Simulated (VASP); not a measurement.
# Pb (Fd-3m) in VASP: further runs

Pb is run at these levels: LDA; tasks: electric field gradients.

Everything below comes from runs of VASP 6.6.1. Logs are shortened: lines on timing, memory, paths and dates and some standing lists are left out, and cuts for length are marked.

## (1) The cell of the first run

Symmetry: Fd-3m, No. 227, cubic system. Conventional cell: a = 6.935 Å, b = 6.935 Å, c = 6.935 Å, α = 90.00°, β = 90.00°, γ = 90.00°. Within 4.0 Å of Pb (site symmetry -43m) lie 4 Pb at 3.00 Å.

## (2) Electric field gradients, LDA (volume scaled by 1.025)

The input, INCAR:

```
SYSTEM = Pb
  ALGO = Normal
  EDIFF = 1E-8
  ENCUT = 520
  ISIF = 2
  ISMEAR = -1
  LASPH = .True.
  LCHARG = .False.
  LEFG = .True.
  LREAL = .False.
  LWAVE = .False.
  NBANDS = 21
  NELM = 100
  PREC = Accurate
  SIGMA = 0.05
```

The input, KPOINTS:

```
k-points
0
Gamma
  8 8 8
  0 0 0
```

The input, POSCAR:

```
Pb
1.0
    0.0000000000      3.4674228325      3.4674228325
    3.4674228325      0.0000000000      3.4674228325
    3.4674228325      3.4674228325      0.0000000000
Pb
2
Direct
    0.0000000000      0.0000000000      0.0000000000
    0.2500000000      0.2500000000      0.2500000000
```

Potentials or basis: VASP PAW LDA potentials, release 64 (Pb_d).

Launch:

```sh
$ cat potpaw_LDA.64/Pb_d/POTCAR > POTCAR
$ mpirun -np 1 vasp_std > vasp.out
```

OUTCAR:

```text
SYSTEM = Pb
   EDIFF = 1E-8
   ENCUT = 520
   ISIF = 2
   ISMEAR = -1
   LASPH = .True.
   LREAL = .False.
   NELM = 100
   PREC = Accurate

 ion  position               nearest neighbor table
   1  0.000  0.000  0.000-   2 3.00   2 3.00   2 3.00   2 3.00
   2  0.250  0.250  0.250-   1 3.00   1 3.00   1 3.00   1 3.00

  LATTYP: Found a face centered cubic cell.
 ALAT       =     6.9348456650

  Lattice vectors:

 A1 = (   0.0000000000,   3.4674228325,   3.4674228325)
 A2 = (   3.4674228325,   0.0000000000,   3.4674228325)
 A3 = (   3.4674228325,   3.4674228325,   0.0000000000)

Analysis of symmetry for initial positions (statically):
=====================================================================
 Subroutine PRICEL returns:
 Original cell was already a primitive cell.

 Routine SETGRP: Setting up the symmetry group for a
 face centered cubic supercell.

 Subroutine GETGRP returns: Found 48 space group operations
 (whereof 24 operations were pure point group operations)
 out of a pool of 48 trial point group operations.

The static configuration has the point symmetry T_d .
 The point group associated with its full space group is O_h .

Analysis of symmetry for dynamics (positions and initial velocities):
=====================================================================
 Subroutine PRICEL returns:
 Original cell was already a primitive cell.

 Routine SETGRP: Setting up the symmetry group for a
 face centered cubic supercell.

 Subroutine GETGRP returns: Found 48 space group operations
 (whereof 24 operations were pure point group operations)
 out of a pool of 48 trial point group operations.

The dynamic configuration has the point symmetry T_d .
 The point group associated with its full space group is O_h .

 Subroutine INISYM returns: Found 48 space group operations
 (whereof 24 operations are pure point group operations),
 and found     1 'primitive' translations

----------------------------------------------------------------------------------------

                                     Primitive cell

  volume of cell :      83.3778
[... 114 lines left out ...]
   GGA     = CA    functional components
   LHFCALC =     F    Hartree Fock is set to
   AEXX    =    0.0000 exact exchange contribution
   IVDW    =     0    specifies the selected vdW correction
   LEPSILON=     F    determine dielectric tensor
   LRPA    =     F    only Hartree local field effects (RPA)
 non-spin polarized calculation
  energy-cutoff  :      520.00
  volume of cell :       83.38
 maximum number of plane-waves:      2272
   NGX = 19   NGY = 19   NGZ = 19

 number of electron      27.9999989 magnetization

 Free energy of the ion-electron system (eV)
  ---------------------------------------------------
  ext. energy  EPLUGINS =         0.00000000
  ---------------------------------------------------
  free energy    TOTEN  =        -7.87732424 eV

  energy without entropy =       -7.87307201  energy(sigma->0) =       -7.87519812

 E-fermi :   3.8765     XC(G=0):  -8.6586

 val. band max:        3.5849402603   @ k =   0.1250   0.1250   0.0000
 cond. band min:       3.8946023432   @ k =  -0.1250   0.1250   0.0000
 fundamental gap:      0.3096620829
 Fermi energy:         3.8764513131

 k-point     1 :       0.0000    0.0000    0.0000
  band No.  band energies     occupation
      1     -13.2771      2.00000
      2     -13.2771      2.00000
      3     -13.2771      2.00000
      4     -13.2014      2.00000
      5     -13.2014      2.00000
      6     -12.7955      2.00000
[... 565 lines left out ...]
     20      11.6330      0.00000
     21      12.3574      0.00000

 [... further k-points ...]
[... 5 lines left out ...]
  --------------------------------------------------------------------------------------
  -------------------------------------------------------------------------------------
  Total       -0.7426414     -0.7426414     -0.7426414      0.0000000      0.0000000     -0.0000000
  in kB      -14.2705052    -14.2705052    -14.2705052      0.0000000      0.0000000     -0.0000000
  external PRESSURE =     -14.2705052 kB  Pullay stress =       0.0000000 kB

 VOLUME and BASIS-vectors are now :
 -----------------------------------------------------------------------------
  energy-cutoff  :      520.00
  volume of cell :       83.38
      direct lattice vectors                 reciprocal lattice vectors
     0.000000000  3.467422833  3.467422833    -0.144199316  0.144199316  0.144199316
     3.467422833  0.000000000  3.467422833     0.144199316 -0.144199316  0.144199316
     3.467422833  3.467422833  0.000000000     0.144199316  0.144199316 -0.144199316

 POSITION                                       TOTAL-FORCE (eV/Angst)
 -----------------------------------------------------------------------------------
      0.00000      0.00000      0.00000         0.000000      0.000000      0.000000
      1.73371      1.73371      1.73371        -0.000000     -0.000000     -0.000000
 -----------------------------------------------------------------------------------
    total drift:                                0.000000      0.000000      0.000000

  FREE ENERGIE OF THE ION-ELECTRON SYSTEM (eV)
  ---------------------------------------------------
  free  energy   TOTEN  =        -7.8773242420 eV

  energy  without entropy=       -7.8730720061  energy(sigma->0) =       -7.87519812

 Electric field gradients (V/A^2)
---------------------------------------------------------------------
 ion       V_xx      V_yy      V_zz      V_xy      V_xz      V_yz
---------------------------------------------------------------------
   1       0.000     0.000    -0.000     0.001     0.001     0.001
   2      -0.000     0.000    -0.000     0.001     0.001     0.001
---------------------------------------------------------------------

 Electric field gradients after diagonalization (V/A^2)
 (convention: |V_zz| > |V_xx| > |V_yy|)
----------------------------------------------------------------------
 ion       V_xx      V_yy      V_zz     asymmetry (V_yy - V_xx)/ V_zz
----------------------------------------------------------------------
   1      -0.001    -0.001     0.002       0.000
   2      -0.001    -0.001     0.002       0.000
----------------------------------------------------------------------

           NMR quadrupolar parameters

 Cq : quadrupolar parameter    Cq=e*Q*V_zz/h
 eta: asymmetry parameters     (V_yy - V_xx)/ V_zz
 Q  : nuclear electric quadrupole moment in mb (millibarn)
----------------------------------------------------------------------
 ion       Cq(MHz)       eta       Q (mb)
----------------------------------------------------------------------
   1       0.000       0.000       1.000
   2       0.000       0.000       1.000
----------------------------------------------------------------------
```

OSZICAR:

```text
N       E                     dE             d eps       ncg     rms          rms(c)
DAV:   1     0.292243721732E+03    0.29224E+03   -0.13668E+04  1218   0.143E+03
DAV:   2     0.138898672940E+02   -0.27835E+03   -0.27277E+03  1218   0.390E+02
DAV:   3    -0.713792937827E+01   -0.21028E+02   -0.20896E+02  1476   0.135E+02
DAV:   4    -0.789836606056E+01   -0.76044E+00   -0.76021E+00  1429   0.310E+01
DAV:   5    -0.794077484239E+01   -0.42409E-01   -0.42408E-01  1823   0.633E+00    0.148E+00
DAV:   6    -0.789745523355E+01    0.43320E-01   -0.36143E-02  1720   0.251E+00    0.824E-01
DAV:   7    -0.787738789741E+01    0.20067E-01   -0.31126E-02  1611   0.208E+00    0.146E-01
DAV:   8    -0.787727445913E+01    0.11344E-03   -0.40083E-03  1554   0.760E-01    0.356E-02
DAV:   9    -0.787733184139E+01   -0.57382E-04   -0.24017E-04  1568   0.205E-01    0.166E-02
DAV:  10    -0.787732407779E+01    0.77636E-05   -0.34524E-05  1704   0.871E-02    0.350E-03
DAV:  11    -0.787732427818E+01   -0.20039E-06   -0.31112E-06  1934   0.153E-02    0.112E-03
DAV:  12    -0.787732424193E+01    0.36246E-07   -0.16119E-07  1667   0.449E-03    0.210E-04
DAV:  13    -0.787732424200E+01   -0.72305E-10   -0.50108E-09   949   0.697E-04
   1 F= -.78773242E+01 E0= -.78751981E+01  d E =-.425224E-02
```

It took 25 s on 1 thread of AMD EPYC 9R45 (Zen 5), shared host; peak memory 0.16 GiB.

Results:

- Free energy: -7.8773 eV
- Pressure: -1.4 GPa
- Band gap on the k mesh: zero (band 14 reaches 4.22 eV, above the bottom of band 15 at 3.10 eV)

Levels at points of the mesh, in eV from the Fermi level:
```csv
k point,band 11,band 12,band 13,band 14,band 15,band 16,band 17,band 18
"(0.00, 0.00, 0.00)",-11.06,-4.14,0.34,0.34,0.34,2.33,2.33,2.33
"(0.50, 0.00, 0.00)",-9.76,-7.13,-1.04,-0.77,-0.77,3.43,3.43,5.33
"(0.50, 0.50, 0.00)",-8.49,-8.49,-1.96,-1.96,0.78,0.78,6.94,6.94
```

Caveat: without QUAD_EFG the Cq values of the log hold for a quadrupole moment of 1 mb, not for the nuclei; spin-orbit coupling is left out, which moves the levels of the heavy elements.

## (3) Electric field gradients, LDA (volume scaled by 1.05)

The input, INCAR:

```
ALGO = Normal
EDIFF = 1E-8
ENCUT = 520
GGA = CA
ISIF = 2
ISMEAR = -1
LASPH = True
LCHARG = False
LEFG = True
LREAL = False
LWAVE = False
NBANDS = 21
NELM = 80
PREC = Accurate
SIGMA = 0.05
```

The input, KPOINTS:

```
k-points
0
Gamma
  8 8 8
```

The input, POSCAR:

```
Pb
1.0
    0.0000000000      3.4953871275      3.4953871275
    3.4953871275      0.0000000000      3.4953871275
    3.4953871275      3.4953871275      0.0000000000
Pb
2
Direct
    0.0000000000      0.0000000000      0.0000000000
    0.2500000000      0.2500000000      0.2500000000
```

Potentials or basis: VASP PAW LDA potentials, release 64 (Pb_d).

Launch:

```sh
$ cat potpaw_LDA.64/Pb_d/POTCAR > POTCAR
$ mpirun -np 1 vasp_std > vasp.out
```

OUTCAR:

```text
EDIFF = 1E-8
   ENCUT = 520
   GGA = CA
   ISIF = 2
   ISMEAR = -1
   LASPH = True
   LREAL = False
   NELM = 80
   PREC = Accurate

 ion  position               nearest neighbor table
   1  0.000  0.000  0.000-   2 3.03   2 3.03   2 3.03   2 3.03
   2  0.250  0.250  0.250-   1 3.03   1 3.03   1 3.03   1 3.03

  LATTYP: Found a face centered cubic cell.
 ALAT       =     6.9907742550

  Lattice vectors:

 A1 = (   0.0000000000,   3.4953871275,   3.4953871275)
 A2 = (   3.4953871275,   0.0000000000,   3.4953871275)
 A3 = (   3.4953871275,   3.4953871275,   0.0000000000)

Analysis of symmetry for initial positions (statically):
=====================================================================
 Subroutine PRICEL returns:
 Original cell was already a primitive cell.

 Routine SETGRP: Setting up the symmetry group for a
 face centered cubic supercell.

 Subroutine GETGRP returns: Found 48 space group operations
[... 765 lines left out ...]
  volume of cell :       85.41
      direct lattice vectors                 reciprocal lattice vectors
     0.000000000  3.495387127  3.495387127    -0.143045672  0.143045672  0.143045672
     3.495387127  0.000000000  3.495387127     0.143045672 -0.143045672  0.143045672
     3.495387127  3.495387127  0.000000000     0.143045672  0.143045672 -0.143045672

 POSITION                                       TOTAL-FORCE (eV/Angst)
 -----------------------------------------------------------------------------------
      0.00000      0.00000      0.00000        -0.000000     -0.000000     -0.000000
      1.74769      1.74769      1.74769         0.000000      0.000000      0.000000
 -----------------------------------------------------------------------------------
    total drift:                               -0.000000     -0.000000      0.000000

  FREE ENERGIE OF THE ION-ELECTRON SYSTEM (eV)
  ---------------------------------------------------
  free  energy   TOTEN  =        -7.8560603743 eV

  energy  without entropy=       -7.8516769962  energy(sigma->0) =       -7.85386869

 Electric field gradients (V/A^2)
---------------------------------------------------------------------
 ion       V_xx      V_yy      V_zz      V_xy      V_xz      V_yz
---------------------------------------------------------------------
   1       0.000    -0.000    -0.000     0.001     0.001     0.001
   2       0.000    -0.000    -0.000     0.001     0.001     0.001
---------------------------------------------------------------------

 Electric field gradients after diagonalization (V/A^2)
 (convention: |V_zz| > |V_xx| > |V_yy|)
----------------------------------------------------------------------
 ion       V_xx      V_yy      V_zz     asymmetry (V_yy - V_xx)/ V_zz
----------------------------------------------------------------------
   1      -0.001    -0.001     0.002       0.000
   2      -0.001    -0.001     0.002       0.000
----------------------------------------------------------------------

           NMR quadrupolar parameters

 Cq : quadrupolar parameter    Cq=e*Q*V_zz/h
 eta: asymmetry parameters     (V_yy - V_xx)/ V_zz
 Q  : nuclear electric quadrupole moment in mb (millibarn)
----------------------------------------------------------------------
 ion       Cq(MHz)       eta       Q (mb)
----------------------------------------------------------------------
   1       0.000       0.000       1.000
   2       0.000       0.000       1.000
----------------------------------------------------------------------
```

OSZICAR:

```text
N       E                     dE             d eps       ncg     rms          rms(c)
DAV:   1     0.290020683050E+03    0.29002E+03   -0.13809E+04  1218   0.143E+03
DAV:   2     0.139132899633E+02   -0.27611E+03   -0.27022E+03  1218   0.389E+02
DAV:   3    -0.709032446684E+01   -0.21004E+02   -0.20873E+02  1496   0.135E+02
DAV:   4    -0.787063161510E+01   -0.78031E+00   -0.77993E+00  1431   0.318E+01
DAV:   5    -0.791522808528E+01   -0.44596E-01   -0.44595E-01  1877   0.657E+00    0.143E+00
DAV:   6    -0.787492158605E+01    0.40306E-01   -0.36180E-02  1744   0.244E+00    0.798E-01
DAV:   7    -0.785612711632E+01    0.18794E-01   -0.29387E-02  1607   0.203E+00    0.144E-01
DAV:   8    -0.785601451619E+01    0.11260E-03   -0.39995E-03  1512   0.767E-01    0.344E-02
DAV:   9    -0.785607020503E+01   -0.55689E-04   -0.27608E-04  1605   0.225E-01    0.180E-02
DAV:  10    -0.785606017414E+01    0.10031E-04   -0.45643E-05  1702   0.101E-01    0.340E-03
DAV:  11    -0.785606044416E+01   -0.27002E-06   -0.35692E-06  1918   0.157E-02    0.152E-03
DAV:  12    -0.785606037436E+01    0.69796E-07   -0.27318E-07  1657   0.596E-03    0.232E-04
DAV:  13    -0.785606037433E+01    0.34106E-10   -0.75094E-09  1029   0.856E-04
   1 F= -.78560604E+01 E0= -.78538687E+01  d E =-.438338E-02
```

It took 32 s on 1 thread of AMD EPYC 9R45 (Zen 5), shared host; peak memory 0.18 GiB.

What came out:

```yaml
Free_energy: -7.8561 eV
Pressure: -2.0 GPa
Band_gap_on_the_k_mesh: zero (band 14 reaches 4.00 eV, above the bottom of band 15 at 2.92 eV)
```

Levels at points of the mesh, in eV from the Fermi level:
| k point | band 11 | band 12 | band 13 | band 14 | band 15 | band 16 | band 17 | band 18 |
| --- | --- | --- | --- | --- | --- | --- | --- | --- |
| (0.00, 0.00, 0.00) | -10.92 | -4.26 | 0.33 | 0.33 | 0.33 | 2.31 | 2.31 | 2.31 |
| (0.50, 0.00, 0.00) | -9.67 | -7.10 | -1.04 | -0.74 | -0.74 | 3.40 | 3.40 | 5.34 |
| (0.50, 0.50, 0.00) | -8.44 | -8.44 | -1.89 | -1.89 | 0.79 | 0.79 | 6.79 | 6.79 |

Caveat: without QUAD_EFG the Cq values of the log hold for a quadrupole moment of 1 mb, not for the nuclei; spin-orbit coupling is left out, which moves the levels of the heavy elements.

[end of part 1 of 3]
